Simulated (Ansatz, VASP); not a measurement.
One calculation of NbCd3H, two programs

```xyz
5
Lattice="4.3845 0.0000 0.0000 0.0000 4.3845 0.0000 0.0000 0.0000 4.3845" Properties=species:S:1:pos:R:3 pbc="T T T"
Nb    4.3845    0.0000    4.3845
Cd    4.3845    2.1922    2.1922
Cd    2.1922    0.0000    2.1922
Cd    2.1922    2.1922    0.0000
H     2.1922    2.1922    2.1922
```

Alike in both runs: functional PBE; k mesh 8 × 8 × 8; occupations gaussian, width 0.1 eV; no spin polarisation.

Ansatz relaxed the structure, and its values are those at the end. VASP's run is a single point on that final structure, the one shown.

|  | VASP | Ansatz |
| --- | --- | --- |
| version | VASP 6.6.1 | Ansatz 0.2.0 |
| potentials or method | VASP PAW PBE potentials, release 64 (Nb_sv, Cd, H), cutoff 520 eV | scalar-relativistic, plane waves, PAW |
| valence electrons in the cell | 50 | 74 |

Ansatz gave:

```
gap on the k mesh at the Fermi level (eV) : none
pressure (GPa)                            : 0.0
```

Q: Which values does VASP return?

A: gap on the k mesh at the Fermi level (eV): none; pressure (GPa): 0.4.

A gap of «none» marks a metal or a gap that the smearing closes. VASP's potentials hold 50 valence electrons a cell and Ansatz's 74, so a difference there can come from the potentials and not from the codes.
